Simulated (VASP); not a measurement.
**TiO2: single point with r2SCAN**

Crystal: TiO2.

```
Ti O
1.0
    -1.89225    1.89225    4.75715
     1.89225   -1.89225    4.75715
     1.89225    1.89225   -4.75715
Ti O
2 4
Cartesian
  0.0000 0.0000 0.0000
  0.0000 1.8923 2.3786
  0.0000 0.0000 1.9795
  0.0000 1.8922 4.3581
  0.0000 1.8922 0.3990
  0.0000 0.0000 7.5348
```

* Program: VASP 6.6.1
* Task: single point
* Functional: r2SCAN
* Potentials or basis: VASP PAW PBE potentials, release 64 (Ti_sv, O)
* Cutoff: 520 eV
* k mesh: 5 × 5 × 6
* Occupations: fermi-dirac, width 0.03 eV
* Spin: collinear spin, zero start
* Starting moments: [0.0, 0.0, 0.0, 0.0, 0.0, 0.0] μB
* Fixed moment: 0 μB

```yaml
Pressure: 1.7 GPa
Largest_force: 0.045 eV/Å
Net_moment: 0.00 μB per cell
Valence_electrons_inside_the_program's_atomic_spheres: Ti 10.21; O 5.11
```

Forces in eV/Å, atoms in the order of the input:
```
Ti   0.000  0.000  0.000
Ti   0.000  0.000  0.000
O    0.000  0.000  0.045
O    0.000  0.000  0.045
O    0.000  0.000 -0.045
O    0.000  0.000 -0.045
```

Stress tensor (GPa, compression positive):
```
1.47 0.00 0.00
0.00 1.47 0.00
0.00 0.00 2.32
```

Run time: 50 min on 1 thread of Intel(R) Xeon(R) Platinum 8259CL CPU @ 2.50GHz (Skylake/Cascade Lake), on a shared host, peak memory 0.51 GiB.

Caveat: the PAW data sets were made with another functional, which shifts forces and pressure a little; the total moment is fixed, so each spin has its own Fermi level.
